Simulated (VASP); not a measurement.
# NiO2 (P-3m1) in VASP: notebook, part 2 of 2

VASP 6.6.1. The steps go on from the part before.

### Step 3. Single point, PBEsol

This run uses another cell than the first one, of the same volume but with other edges.

The input, INCAR:

```
SYSTEM = NiO2
PREC     = Accurate       ! precision mode
ENCUT    = 700            ! plane-wave cutoff, eV
EDIFF    = 1E-6           ! SCF threshold, eV
ISMEAR   = 0              ! smearing method
SIGMA    = 0.05           ! smearing width, eV
LREAL    = .FALSE.        ! projectors in reciprocal space
LASPH    = .TRUE.         ! aspherical terms in the spheres
NELM     = 120            ! most SCF steps
ALGO     = Normal         ! electronic algorithm
ISIF     = 2              ! what is computed and relaxed
LWAVE    = .FALSE.        ! write WAVECAR
LCHARG   = .TRUE.         ! write CHGCAR
GGA      = PS             ! functional
LELF     = .TRUE.         ! ELF
LVHAR    = .TRUE.       
NBANDS   = 22             ! bands
GGA_COMPAT= .FALSE.
```

The input, KPOINTS:

```
Automatic mesh
0
G
  12 12 6
  0 0 0
```

The input, POSCAR:

```
NiO2
1.0
    2.8221285779      0.0000000000      0.0000000000
   -1.4110642890      2.4440350412      0.0000000000
    0.0000000000      0.0000000000      4.8391038725
Ni O
1 2
Direct
    0.0000000000      0.0000000000      0.5000000000
    0.6666666667      0.3333333333      0.6750910825
    0.3333333333      0.6666666667      0.3249089175
```

Potentials or basis: VASP PAW PBE potentials, release 64 (Ni_sv_GW, O).

Started as:

```sh
cat potpaw_PBE.64/Ni_sv_GW/POTCAR potpaw_PBE.64/O/POTCAR > POTCAR
mpirun -np 1 vasp_std > vasp.out
```

OUTCAR:

```text
SYSTEM = NiO2
   PREC = Accurate
   ENCUT = 700
   EDIFF = 1E-6
   ISMEAR = 0
   LREAL = .FALSE.
   LASPH = .TRUE.
   NELM = 120
   ISIF = 2
   GGA = PS

 ion  position               nearest neighbor table
   1  0.000  0.000  0.500-   2 1.84   3 1.84   2 1.84   3 1.84   2 1.84   3 1.84
   2  0.667  0.333  0.675-   1 1.84   1 1.84   1 1.84
   3  0.333  0.667  0.325-   1 1.84   1 1.84   1 1.84

  LATTYP: Found a hexagonal cell.
 ALAT       =     2.8221285779
 C/A-ratio  =     1.7147000000

  Lattice vectors:

 A1 = (   2.8221285779,   0.0000000000,   0.0000000000)
 A2 = (  -1.4110642890,   2.4440350412,   0.0000000000)
 A3 = (   0.0000000000,   0.0000000000,   4.8391038725)

Analysis of symmetry for initial positions (statically):
=====================================================================
 Subroutine PRICEL returns:
 Original cell was already a primitive cell.

 Routine SETGRP: Setting up the symmetry group for a
 hexagonal supercell.

 Subroutine GETGRP returns: Found 12 space group operations
 (whereof 12 operations were pure point group operations)
 out of a pool of 24 trial point group operations.

The static configuration has the point symmetry D_3d.

Analysis of symmetry for dynamics (positions and initial velocities):
=====================================================================
 Subroutine PRICEL returns:
 Original cell was already a primitive cell.

 Routine SETGRP: Setting up the symmetry group for a
 hexagonal supercell.

 Subroutine GETGRP returns: Found 12 space group operations
 (whereof 12 operations were pure point group operations)
 out of a pool of 24 trial point group operations.

The dynamic configuration has the point symmetry D_3d.

 Subroutine INISYM returns: Found 12 space group operations
 (whereof 12 operations are pure point group operations),
 and found     1 'primitive' translations

[... 111 lines left out ...]
   ISMEAR =     0;   SIGMA  =   0.05  broadening in eV -4-tet -1-fermi 0-gaus
   EFERMI_NEDOS =   21; number of points for ismear=-14 and -15
   IALGO  =     38    algorithm
   IMIX   =      4    mixing-type and parameters
     AMIX     =   0.40;   BMIX     =  1.00
     AMIX_MAG =   1.60;   BMIX_MAG =  1.00
  volume/ion in A,a.u.               =      11.13        75.08
  Fermi-wavevector in a.u.,A,eV,Ry     =   1.579909  2.985596 33.961690  2.496114
  Thomas-Fermi vector in A             =   2.680217
   LORBIT       =      0    0 simple, 1 ext, 2 COOP (PROOUT), +10 PAW based schemes
   GGA     = PS    functional components
   LHFCALC =     F    Hartree Fock is set to
   AEXX    =    0.0000 exact exchange contribution
   IVDW    =     0    specifies the selected vdW correction
   LEPSILON=     F    determine dielectric tensor
   LRPA    =     F    only Hartree local field effects (RPA)
 non-spin polarized calculation
 Gauss-broadening in eV      SIGMA  =   0.05
  energy-cutoff  :      700.00
  volume of cell :       33.38
 maximum number of plane-waves:      1422
   NGX = 13   NGY = 13   NGZ = 21

 number of electron      29.9999991 magnetization

 Free energy of the ion-electron system (eV)
  ---------------------------------------------------
  ext. energy  EPLUGINS =         0.00000000
  ---------------------------------------------------
  free energy    TOTEN  =       -19.68101624 eV

  energy without entropy =      -19.68101624  energy(sigma->0) =      -19.68101624

 E-fermi :   1.9273     XC(G=0): -10.6016

 val. band max:        1.7262685992   @ k =   0.0833   0.0000   0.5000
 cond. band min:       2.6988683981   @ k =   0.3333   0.0000   0.3333
 fundamental gap:      0.9725997989
 Fermi energy:         1.9272724392

 k-point     1 :       0.0000    0.0000    0.0000
  band No.  band energies     occupation
      1    -102.3955      2.00000
      2     -63.0415      2.00000
      3     -63.0415      2.00000
      4     -62.5772      2.00000
      5     -18.5230      2.00000
      6     -15.4149      2.00000
[... 589 lines left out ...]
     21      18.8967      0.00000
     22      21.3067      0.00000

 [... further k-points ...]

------------------------ aborting loop because EDIFF is reached ----------------------------------------

  FORCE on cell =-STRESS in cart. coord.  units (eV):
  Direction    XX          YY          ZZ          XY          YZ          ZX
  --------------------------------------------------------------------------------------
  -------------------------------------------------------------------------------------
  Total        0.8852158      0.8852158      2.1686793     -0.0000000      0.0000000      0.0000000
  in kB       42.4923311     42.4923311    104.1014441     -0.0000000      0.0000000      0.0000000
  external PRESSURE =      63.0287021 kB  Pullay stress =       0.0000000 kB

 VOLUME and BASIS-vectors are now :
 -----------------------------------------------------------------------------
  energy-cutoff  :      700.00
  volume of cell :       33.38
      direct lattice vectors                 reciprocal lattice vectors
     2.822128578  0.000000000  0.000000000     0.354342466  0.204579718  0.000000000
    -1.411064289  2.444035041  0.000000000     0.000000000  0.409159436  0.000000000
     0.000000000  0.000000000  4.839103872     0.000000000  0.000000000  0.206649832

 POSITION                                       TOTAL-FORCE (eV/Angst)
 -----------------------------------------------------------------------------------
      0.00000      0.00000      2.41955        -0.000000      0.000000      0.000000
      1.41106      0.81468      3.26684         0.000000     -0.000000      1.376621
     -0.00000      1.62936      1.57227        -0.000000      0.000000     -1.376621
 -----------------------------------------------------------------------------------
    total drift:                               -0.000000      0.000000     -0.000000

  FREE ENERGIE OF THE ION-ELECTRON SYSTEM (eV)
  ---------------------------------------------------
  free  energy   TOTEN  =       -19.6810162415 eV

  energy  without entropy=      -19.6810162415  energy(sigma->0) =      -19.68101624
```

OSZICAR:

```text
N       E                     dE             d eps       ncg     rms          rms(c)
DAV:   1     0.336227958946E+03    0.33623E+03   -0.22168E+04  7224   0.495E+03
DAV:   2    -0.105906375646E+02   -0.34682E+03   -0.32769E+03  7144   0.107E+03
DAV:   3    -0.330872374500E+02   -0.22497E+02   -0.22280E+02  7178   0.284E+02
DAV:   4    -0.336714177286E+02   -0.58418E+00   -0.58362E+00  6088   0.301E+01
DAV:   5    -0.336919983205E+02   -0.20581E-01   -0.20570E-01  5902   0.499E+00    0.295E+01
DAV:   6    -0.399934886465E+02   -0.63015E+01   -0.25752E+02  6488   0.756E+02    0.368E+01
DAV:   7    -0.197359876037E+02    0.20258E+02   -0.71346E+01  6934   0.640E+02    0.608E+00
DAV:   8    -0.197119439802E+02    0.24044E-01   -0.31603E+00  7232   0.388E+01    0.292E+00
DAV:   9    -0.196808011363E+02    0.31143E-01   -0.82293E-02  7364   0.114E+01    0.934E-01
DAV:  10    -0.196810937953E+02   -0.29266E-03   -0.93308E-03  6898   0.234E+00    0.136E-01
DAV:  11    -0.196809941498E+02    0.99646E-04   -0.95901E-04  6616   0.104E+00    0.442E-02
DAV:  12    -0.196810131969E+02   -0.19047E-04   -0.87629E-05  6826   0.468E-01    0.135E-02
DAV:  13    -0.196810169763E+02   -0.37794E-05   -0.21557E-05  5486   0.305E-01    0.114E-02
DAV:  14    -0.196810169263E+02    0.49979E-07   -0.16478E-05  5184   0.292E-01    0.848E-03
DAV:  15    -0.196810162415E+02    0.68482E-06   -0.30477E-06  3118   0.125E-01
   1 F= -.19681016E+02 E0= -.19681016E+02  d E =-.189962E-10
```

Run time: 93 s. Hardware: 1 thread of Intel Xeon 6975P-C (Granite Rapids), shared host; peak memory 0.26 GiB.

What came out:

```
Free energy            : -19.6810 eV
Pressure               : 6.3 GPa
Largest force          : 1.377 eV/Å
Band gap on the k mesh : 0.97 eV (least direct gap 1.39 eV)
```

Forces on the atoms (eV/Å):
```
Ni   0.000  0.000  0.000
O    0.000  0.000  1.377
O    0.000  0.000 -1.377
```

Caveat: the stress differs along the axes, from 4 to 10 GPa; the PAW data sets were made with another functional, which shifts forces and pressure a little; the run has no spin polarisation, though such a crystal can be magnetic.

### Step 4. Single point, PBEsol

The input, INCAR:

```
  PREC = Accurate
  ENCUT = 700
  EDIFF = 1E-6
  ISMEAR = 0
  SIGMA = 0.05
  LREAL = False
  LASPH = True
  NELM = 120
  ALGO = Normal
  ISIF = 2
  LWAVE = False
  LCHARG = False
  GGA = PS
  NBANDS = 22
  GGA_COMPAT = False
```

The input, KPOINTS:

```
regular mesh
0
Gamma
  12 12 6
```

The input, POSCAR:

```
NiO2
1.0
    2.7304424938      0.0000000000      0.0000000000
   -1.3652212469      2.3646325632      0.0000000000
    0.0000000000      0.0000000000      5.1695467736
Ni O
1 2
Direct
    0.0000000000      0.0000000000      0.5000000000
    0.6666666667      0.3333333333      0.6625222406
    0.3333333333      0.6666666667      0.3374777594
```

Started as:

```sh
cat potpaw_PBE.64/Ni_sv_GW/POTCAR potpaw_PBE.64/O/POTCAR > POTCAR
mpirun -np 1 vasp_std > vasp.out
```

It took 2.9 min on 1 thread of Intel Xeon Platinum 8259CL at 2.50GHz (Skylake/Cascade Lake), shared host; peak memory 0.27 GiB.

Results (log left out):

| Property | Result |
| --- | --- |
| Free energy | -19.4314 eV |
| Pressure | 24.7 GPa |
| Largest force | 2.731 eV/Å |
| Band gap on the k mesh | 1.21 eV (least direct gap 1.65 eV) |

Forces in eV/Å, atoms in the order of the input:
```
Ni   0.000  0.000  0.000
O    0.000  0.000  2.731
O    0.000  0.000 -2.731
```

Stress tensor (GPa, compression positive):
```
26.63  0.00  0.00
 0.00 26.63  0.00
 0.00  0.00 20.83
```

Levels at points of the mesh, in eV from the valence-band top:
```csv
k point,band 12,band 13,band 14,band 15,band 16,band 17,band 18,band 19
"(0.00, 0.00, 0.00)",-1.61,-1.52,-1.52,-0.17,2.66,2.66,7.42,11.30
"(0.50, 0.00, 0.00)",-2.22,-2.14,-2.02,-1.17,1.74,2.55,12.69,12.90
"(0.00, 0.00, 0.50)",-2.12,-1.52,-1.52,-0.02,2.66,2.66,8.72,10.39
"(0.50, 0.00, 0.50)",-2.22,-2.03,-1.97,-1.21,1.73,2.53,11.83,12.97
```

Caveat: the stress differs along the axes, from 21 to 27 GPa; the PAW data sets were made with another functional, which shifts forces and pressure a little; the run has no spin polarisation, though such a crystal can be magnetic. A k mesh can miss the band edges.

### Step 5. Single point, PBEsol

The input, INCAR:

```
SYSTEM = NiO2
  PREC = Accurate
  ENCUT = 700
  EDIFF = 1E-6
  ISMEAR = 0
  SIGMA = 0.05
  LREAL = .FALSE.
  LASPH = .TRUE.
  NELM = 120
  ALGO = Normal
  ISIF = 2
  LWAVE = .FALSE.
  LCHARG = .FALSE.
  GGA = PS
  NBANDS = 22
  GGA_COMPAT = .FALSE.
```

The input, KPOINTS:

```
Automatic mesh
0
G
  12 12 6
  0 0 0
```

The input, POSCAR:

```
NiO2
1.0
    2.7304424938      0.0000000000      0.0000000000
   -1.3652212469      2.3646325632      0.0000000000
    0.0000000000      0.0000000000      5.1695467736
Ni O
1 2
Direct
    0.0000000000      0.0000000000      0.5000000000
    0.6666666667      0.3333333333      0.6750910825
    0.3333333333      0.6666666667      0.3249089175
```

Potentials or basis: VASP PAW PBE potentials, release 64 (Ni_sv_GW, O).

Started as:

```sh
cat potpaw_PBE.64/Ni_sv_GW/POTCAR potpaw_PBE.64/O/POTCAR > POTCAR
mpirun -np 1 vasp_std > vasp.out
```

OUTCAR:

```text
SYSTEM = NiO2
   PREC = Accurate
   ENCUT = 700
   EDIFF = 1E-6
   ISMEAR = 0
   LREAL = .FALSE.
   LASPH = .TRUE.
   NELM = 120
   ISIF = 2
   GGA = PS

 ion  position               nearest neighbor table
   1  0.000  0.000  0.500-   2 1.82   3 1.82   3 1.82   2 1.82   2 1.82   3 1.82
   2  0.667  0.333  0.675-   1 1.82   1 1.82   1 1.82
   3  0.333  0.667  0.325-   1 1.82   1 1.82   1 1.82

  LATTYP: Found a hexagonal cell.
 ALAT       =     2.7304424938
 C/A-ratio  =     1.8933000000

  Lattice vectors:

 A1 = (   2.7304424938,   0.0000000000,   0.0000000000)
 A2 = (  -1.3652212469,   2.3646325632,   0.0000000000)
 A3 = (   0.0000000000,   0.0000000000,   5.1695467736)

Analysis of symmetry for initial positions (statically):
=====================================================================
 Subroutine PRICEL returns:
 Original cell was already a primitive cell.

 Routine SETGRP: Setting up the symmetry group for a
 hexagonal supercell.

 Subroutine GETGRP returns: Found 12 space group operations
 (whereof 12 operations were pure point group operations)
 out of a pool of 24 trial point group operations.

The static configuration has the point symmetry D_3d.
[... 162 lines left out ...]

 E-fermi :   1.8935     XC(G=0): -10.4762

 val. band max:        1.5294694751   @ k =   0.0833  -0.0000   0.5000
 cond. band min:       2.7463157795   @ k =   0.2500   0.0000   0.3333
 fundamental gap:      1.2168463045
 Fermi energy:         1.8935143217

 k-point     1 :       0.0000    0.0000    0.0000
  band No.  band energies     occupation
      1    -102.5787      2.00000
      2     -63.1706      2.00000
      3     -63.1706      2.00000
      4     -62.8657      2.00000
      5     -18.7941      2.00000
      6     -15.9141      2.00000
[... 589 lines left out ...]
     21      19.6566      0.00000
     22      20.9938      0.00000

 [... further k-points ...]

------------------------ aborting loop because EDIFF is reached ----------------------------------------

  FORCE on cell =-STRESS in cart. coord.  units (eV):
  Direction    XX          YY          ZZ          XY          YZ          ZX
  --------------------------------------------------------------------------------------
  -------------------------------------------------------------------------------------
  Total        3.1645539      3.1645539      1.9233566     -0.0000000      0.0000000     -0.0000000
  in kB      151.9056440    151.9056440     92.3254063     -0.0000000      0.0000000     -0.0000000
  external PRESSURE =     132.0455648 kB  Pullay stress =       0.0000000 kB

 VOLUME and BASIS-vectors are now :
 -----------------------------------------------------------------------------
  energy-cutoff  :      700.00
  volume of cell :       33.38
      direct lattice vectors                 reciprocal lattice vectors
     2.730442494  0.000000000  0.000000000     0.366241004  0.211449342  0.000000000
    -1.365221247  2.364632563  0.000000000     0.000000000  0.422898684  0.000000000
     0.000000000  0.000000000  5.169546774     0.000000000  0.000000000  0.193440556

 POSITION                                       TOTAL-FORCE (eV/Angst)
 -----------------------------------------------------------------------------------
      0.00000      0.00000      2.58477         0.000000      0.000000      0.000000
      1.36522      0.78821      3.48991        -0.000000     -0.000000      1.188417
     -0.00000      1.57642      1.67963         0.000000      0.000000     -1.188417
 -----------------------------------------------------------------------------------
    total drift:                               -0.000000      0.000000     -0.000000

  FREE ENERGIE OF THE ION-ELECTRON SYSTEM (eV)
  ---------------------------------------------------
  free  energy   TOTEN  =       -19.6843122191 eV

  energy  without entropy=      -19.6843122191  energy(sigma->0) =      -19.68431222
```

OSZICAR:

```text
N       E                     dE             d eps       ncg     rms          rms(c)
DAV:   1     0.336852919871E+03    0.33685E+03   -0.22273E+04  7272   0.497E+03
DAV:   2    -0.106686632222E+02   -0.34752E+03   -0.32878E+03  7102   0.106E+03
DAV:   3    -0.327298608568E+02   -0.22061E+02   -0.21875E+02  7298   0.283E+02
DAV:   4    -0.332925154342E+02   -0.56265E+00   -0.56223E+00  6146   0.295E+01
DAV:   5    -0.333138295301E+02   -0.21314E-01   -0.21292E-01  5972   0.508E+00    0.289E+01
DAV:   6    -0.378853314274E+02   -0.45715E+01   -0.23633E+02  6466   0.749E+02    0.355E+01
DAV:   7    -0.197838181169E+02    0.18102E+02   -0.71456E+01  6942   0.637E+02    0.643E+00
DAV:   8    -0.197191414643E+02    0.64677E-01   -0.31837E+00  7338   0.432E+01    0.309E+00
DAV:   9    -0.196839865233E+02    0.35155E-01   -0.11294E-01  7496   0.167E+01    0.915E-01
DAV:  10    -0.196844314617E+02   -0.44494E-03   -0.10106E-02  6604   0.383E+00    0.131E-01
DAV:  11    -0.196845472282E+02   -0.11577E-03   -0.19477E-03  6720   0.338E+00    0.159E-01
DAV:  12    -0.196843241279E+02    0.22310E-03   -0.15890E-03  7014   0.303E+00    0.358E-02
DAV:  13    -0.196843198334E+02    0.42945E-05   -0.18986E-04  7198   0.974E-01    0.288E-02
DAV:  14    -0.196843121765E+02    0.76570E-05   -0.46438E-05  6888   0.508E-01    0.453E-03
DAV:  15    -0.196843122191E+02   -0.42623E-07   -0.10952E-06  3784   0.194E-02
   1 F= -.19684312E+02 E0= -.19684312E+02  d E =-.262947E-26
```

Run time: 45 s. Hardware: 1 thread of Intel Xeon 6975P-C (Granite Rapids), shared host; peak memory 0.27 GiB.

Results:

| Quantity | Value |
| --- | --- |
| Free energy | -19.6843 eV |
| Pressure | 13.2 GPa |
| Largest force | 1.188 eV/Å |
| Band gap on the k mesh | 1.22 eV (least direct gap 1.50 eV) |

Forces on the atoms (eV/Å):
```
Ni   0.000  0.000  0.000
O    0.000  0.000  1.188
O    0.000  0.000 -1.188
```

Caveat: the stress differs along the axes, from 9 to 15 GPa; the PAW data sets were made with another functional, which shifts forces and pressure a little; the run has no spin polarisation, though such a crystal can be magnetic. A k mesh can miss the band edges.

### Step 6. The runs side by side

| cell | gap on the mesh (eV) | pressure (GPa) | largest force (eV/Å) |
| --- | --- | --- | --- |
| a = 2.713, b = 2.713, c = 5.234 Å, angles 90.0, 90.0, 120.0°, 3 atoms, atomic positions A | 1.22 | 40.1 | 4.47 |
| a = 2.822, b = 2.822, c = 4.839 Å, angles 90.0, 90.0, 120.0°, 3 atoms, atomic positions B | 0.97 | 6.3 | 1.38 |
| a = 2.730, b = 2.730, c = 5.170 Å, angles 90.0, 90.0, 120.0°, 3 atoms, atomic positions C | 1.21 | 24.7 | 2.73 |
| a = 2.730, b = 2.730, c = 5.170 Å, angles 90.0, 90.0, 120.0°, 3 atoms, atomic positions B | 1.22 | 13.2 | 1.19 |

Alike in all rows: task single point; level PBEsol; potentials or basis VASP PAW PBE potentials, release 64 (Ni_sv_GW, O); no spin polarisation; k mesh 12 × 12 × 6; cutoff (eV) 700; smearing gaussian 0.05 eV.

Caveats: the PAW data sets were made with another functional, which shifts forces and pressure a little; the run has no spin polarisation, though such a crystal can be magnetic; the stress differs along the axes, from 33 to 44 GPa (at least some runs); the stress differs along the axes, from 4 to 10 GPa (at least some runs); the stress differs along the axes, from 21 to 27 GPa (at least some runs); the stress differs along the axes, from 9 to 15 GPa (at least some runs).

Absolute energies hang on the potentials; compare differences alone.
